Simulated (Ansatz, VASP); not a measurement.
# ZnO in VASP and in Ansatz

Contents of POSCAR:

```
ZnO
1.0
    3.2493080000      0.0000000000      0.0000000000
   -1.6246540000      2.8139832727      0.0000000000
    0.0000000000      0.0000000000      5.2057090000
Zn O
2 2
Direct
    0.6666666667      0.3333333333      0.0000000000
    0.3333333333      0.6666666667      0.5000000000
    0.3333333333      0.6666666667      0.8790100000
    0.6666666667      0.3333333333      0.3790100000
```

Contents of INCAR.step1:

```
SYSTEM = ZnO
PREC     = Accurate       ! precision mode
ENCUT    = 520            ! plane-wave cutoff, eV
EDIFF    = 1E-5           ! SCF threshold, eV
ISMEAR   = -1             ! smearing method
SIGMA    = 0.05           ! smearing width, eV
LREAL    = .False.        ! projectors in reciprocal space
LASPH    = .True.         ! aspherical terms in the spheres
NELM     = 100            ! most SCF steps
ALGO     = Normal         ! electronic algorithm
ISIF     = 2              ! what is computed and relaxed
LWAVE    = .True.         ! write WAVECAR
LCHARG   = .False.        ! write CHGCAR
NBANDS   = 26             ! bands
GGA      = PE             ! functional
```

INCAR.step2

```
SYSTEM = ZnO
PREC     = Accurate       ! precision mode
ENCUT    = 520            ! plane-wave cutoff, eV
EDIFF    = 1E-6           ! SCF threshold, eV
ISMEAR   = -1             ! smearing method
SIGMA    = 0.05           ! smearing width, eV
LREAL    = .False.        ! projectors in reciprocal space
LASPH    = .True.         ! aspherical terms in the spheres
NELM     = 100            ! most SCF steps
ALGO     = Normal         ! electronic algorithm
ISIF     = 2              ! what is computed and relaxed
LWAVE    = .False.        ! write WAVECAR
LCHARG   = .False.        ! write CHGCAR
GGA      = B3             ! functional
LHFCALC  = .True.         ! exact exchange
AEXX     = 0.2            ! exact-exchange fraction
AGGAX    = 0.72         
AGGAC    = 0.81         
ALDAC    = 0.19         
PRECFOCK = Normal       
NBANDS   = 26             ! bands
ISTART   = 1
```

KPOINTS

```
Automatic mesh
0
Gamma
  5 5 3
  0 0 0
```

The input input.yaml:

```yaml
crystal:
  lattice:
    - [3.249308, 0.0, 0.0]
    - [-1.624654, 2.8139832727, 0.0]
    - [0.0, 0.0, 5.205709]
  atoms:
    - { symbol: Zn, position: [0.6666666667, 0.3333333333, 0.0] }
    - { symbol: Zn, position: [0.3333333333, 0.6666666667, 0.5] }
    - { symbol: O, position: [0.3333333333, 0.6666666667, 0.87901] }
    - { symbol: O, position: [0.6666666667, 0.3333333333, 0.37901] }
hamiltonian:
  xc: b3lyp
  pseudopotentials: { kind: paw }
kpoints:
  mp_grid: { grid: [5, 5, 3] }
  band_path:
    path:
      - [[0.0, 0.0, 0.0], [0.5, 0.0, 0.0], [0.3333333333, 0.3333333333, 0.0], [0.0, 0.0, 0.0], [0.0, 0.0, 0.5], [0.5, 0.0, 0.5], [0.3333333333, 0.3333333333, 0.5], [0.0, 0.0, 0.5]]
      - [[0.5, 0.0, 0.5], [0.5, 0.0, 0.0]]
      - [[0.3333333333, 0.3333333333, 0.0], [0.3333333333, 0.3333333333, 0.5]]
    npoints: 4
scf:
  occupations: { method: fermi_dirac, width: 0.05 }
  n_extra_bands: 10
output:
  forces: true
  stress: true
  eigenvalues: true
  fatbands: false
```

Alike in both runs: functional B3LYP; k mesh 5 × 5 × 3; occupations fermi-dirac, width 0.05 eV; no spin polarisation.

|  | VASP | Ansatz |
| --- | --- | --- |
| version | VASP 6.6.1 | Ansatz 0.2.0 |
| potentials or method | VASP PAW PBE potentials, release 64 (Zn, O) | Ansatz PAW |
| plane-wave cutoff (eV) | 520 | 420 |
| valence electrons in the cell | 36 | 36 |
| task | single point | band structure |

```csv
,VASP,Ansatz,Ansatz less VASP
gap on the k mesh at the Fermi level (eV),2.89,2.88,-0.009
least direct gap on the mesh (eV),2.89,2.88,-0.009
pressure (GPa),5.5,4.4,-1.09
"traceless stress, the component that is largest in VASP (GPa)",1.18,1.12,-0.051
rms of the force components (eV/Å),0.045,0.043,-0.0026
```

VASP's potentials were made for PBE, not for B3LYP. Atom by atom the forces differ by 0.003 eV/Å (rms over components). The functional is the same, so the differences come from potentials, cutoffs and numerics.

The k mesh is coarse, so the values compare programs but aren't converged.
